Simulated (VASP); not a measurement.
Input of a VASP 6.6.1 run:

File POSCAR:

```
PbS
1.0
    2.0518417752     -5.9103234628      0.0000000000
    2.0518417752      5.9103234628      0.0000000000
    0.0000000000      0.0000000000      4.2214851889
Pb S
2 2
Direct
    0.8694366500      0.1305633500      0.7500000000
    0.1305633500      0.8694366500      0.2500000000
    0.6452029100      0.3547970900      0.7500000000
    0.3547970900      0.6452029100      0.2500000000
```

File INCAR.step1:

```
PREC = Accurate ; ENCUT = 520
ISMEAR = -1 ; SIGMA = 0.02
LREAL = False ; LASPH = True
NELM = 100 ; NBANDS = 28
GGA = PE ; ALGO = Normal
EDIFF = 1E-4 ; LWAVE = True
LCHARG = False
```

INCAR.step2

```
PREC = Accurate ; ENCUT = 520
EDIFF = 1E-6 ; ISMEAR = -1
SIGMA = 0.02 ; LREAL = False
LASPH = True ; NELM = 100
ALGO = Normal ; ISIF = 2
LWAVE = False ; LCHARG = True
METAGGA = R2SCAN ; LMIXTAU = True
LELF = True ; LVHAR = True
NBANDS = 28 ; ISTART = 1
```

KPOINTS

```
regular mesh
0
Gamma
  4 4 4
```

Potentials or basis: VASP PAW PBE potentials, release 64 (Pb_d, S).

Command:

```bash
$ cat potpaw_PBE.64/Pb_d/POTCAR potpaw_PBE.64/S/POTCAR > POTCAR
$ cp INCAR.step1 INCAR
$ mpirun -np 1 vasp_std > vasp.out
$ cp INCAR.step2 INCAR
$ mpirun -np 1 vasp_std > vasp.out
```

**Question.** Estimate the largest force.

**Answer.** 0.257 eV/Å.

**Question.** Estimate the pressure.

**Answer.** 2.4 GPa.

Forces in eV/Å, atoms in the order of the input:
```
Pb   0.000 -0.257  0.000
Pb   0.000  0.257  0.000
S    0.000  0.103  0.000
S    0.000 -0.103  0.000
```

Caveat: the PAW data sets were made with another functional, which shifts forces and pressure a little.
